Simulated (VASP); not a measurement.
Crystal: Si3C2.

```
CELL_PARAMETERS angstrom
2.91835 0.00000 0.00000
-1.45918 2.52737 0.00000
0.00000 0.00000 14.25581
ATOMIC_POSITIONS crystal
Si 0.33333 0.66667 0.41544
Si 0.33333 0.66667 0.58456
Si 0.66667 0.33333 0.91311
Si 0.66667 0.33333 0.08689
Si 0.66667 0.33333 0.26224
Si 0.66667 0.33333 0.73776
C 0.33333 0.66667 0.80182
C 0.33333 0.66667 0.00000
C 0.33333 0.66667 0.19818
C 0.66667 0.33333 0.50000
```

| Item | Value |
| --- | --- |
| Program | VASP 6.6.1 |
| Task | relaxation of cell and atoms |
| Functional | PBE |
| Potentials or basis | VASP PAW PBE potentials, release 64 (Si, C) |
| Cutoff | 600 eV |
| k mesh | 6 × 6 × 2 |
| Occupations | gaussian, width 0.1 eV |
| Spin | no spin polarisation |

At the start: pressure -0.4 GPa; volume 10.51 Å³/atom.

Problem. How do energy, volume and symmetry change on relaxing?

Solution. Over 7 steps the energy falls by 2.5 meV/atom and the volume is 10.59 Å³/atom (+0.7 %); space group P-6m2 (No. 187, to 0.05 Å).

The path:
```tsv
step	energy change (eV)	largest force (eV/Å)	pressure (GPa)	volume (Å³)
1	0.0000	0.1578	-0.40	105.15
2	-0.0111	0.2631	0.30	104.74
3	-0.0132	0.2364	0.10	104.86
4	-0.0198	0.0821	0.97	104.82
5	-0.0198	0.1033	1.06	104.82
6	-0.0244	0.0406	0.10	105.76
7	-0.0245	0.0363	-0.07	105.93
```

Final structure:
```cif
data_structure
_symmetry_space_group_name_H-M 'P 1'
_symmetry_Int_Tables_number 1
_cell_length_a 2.9100
_cell_length_b 2.9100
_cell_length_c 14.4448
_cell_angle_alpha 90.000
_cell_angle_beta 90.000
_cell_angle_gamma 120.000
_cell_volume 105.93
loop_
_atom_site_label
_atom_site_type_symbol
_atom_site_fract_x
_atom_site_fract_y
_atom_site_fract_z
_atom_site_occupancy
Si1 Si 0.33333 0.66667 0.41620 1
Si2 Si 0.33333 0.66667 0.58380 1
Si3 Si 0.66667 0.33333 0.91466 1
Si4 Si 0.66667 0.33333 0.08534 1
Si5 Si 0.66667 0.33333 0.25985 1
Si6 Si 0.66667 0.33333 0.74015 1
C1 C 0.33333 0.66667 0.80104 1
C2 C 0.33333 0.66667 0.00000 1
C3 C 0.33333 0.66667 0.19896 1
C4 C 0.66667 0.33333 0.50000 1
```

Caveat: the k points lie up to 0.42 Å⁻¹ apart in the final cell.
